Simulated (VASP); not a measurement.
A run of VASP 6.6.1:

INCAR

```
SYSTEM = Ge
  PREC = Accurate
  ENCUT = 600
  EDIFF = 1E-7
  ISMEAR = 0
  SIGMA = 0.1
  LREAL = .False.
  LASPH = .True.
  NELM = 80
  ALGO = Normal
  ISIF = 3
  LWAVE = .False.
  LCHARG = .False.
  GGA = PE
  IBRION = 2
  NSW = 90
  EDIFFG = -0.04
```

The input KPOINTS:

```
regular mesh
0
Gamma
  3 3 4
  0 0 0
```

POSCAR

```
Ge
1.0
    7.5136389287      0.0000000000      0.0000000000
   -3.7568194644      6.5070021871      0.0000000000
    0.0000000000      0.0000000000      4.6027619643
Ge
8
Direct
    0.3402235341      0.0000000000      0.1418205333
    0.0000000000      0.3402235341      0.1418205333
    0.6597764659      0.6597764659      0.1418205333
    0.6597764659      0.0000000000      0.1418205333
    0.0000000000      0.6597764659      0.1418205333
    0.3402235341      0.3402235341      0.1418205333
    0.3333333333      0.6666666667      0.4914444800
    0.6666666667      0.3333333333      0.4914444800
```

Potentials or basis: VASP PAW PBE potentials, release 64 (Ge_d).

Command:

```console
$ cat potpaw_PBE.64/Ge_d/POTCAR > POTCAR
$ mpirun -np 1 vasp_std > vasp.out
```

Hardware: 1 thread of Intel(R) Xeon(R) 6975P-C (Granite Rapids), on a shared host.

Problem. How long does it take, and how much memory?

Solution. Run time: 50 min on 1 thread of Intel(R) Xeon(R) 6975P-C (Granite Rapids), with other jobs on the host, peak memory 0.43 GiB. Counts: scf iterations 371, k points 9, ion steps 34.
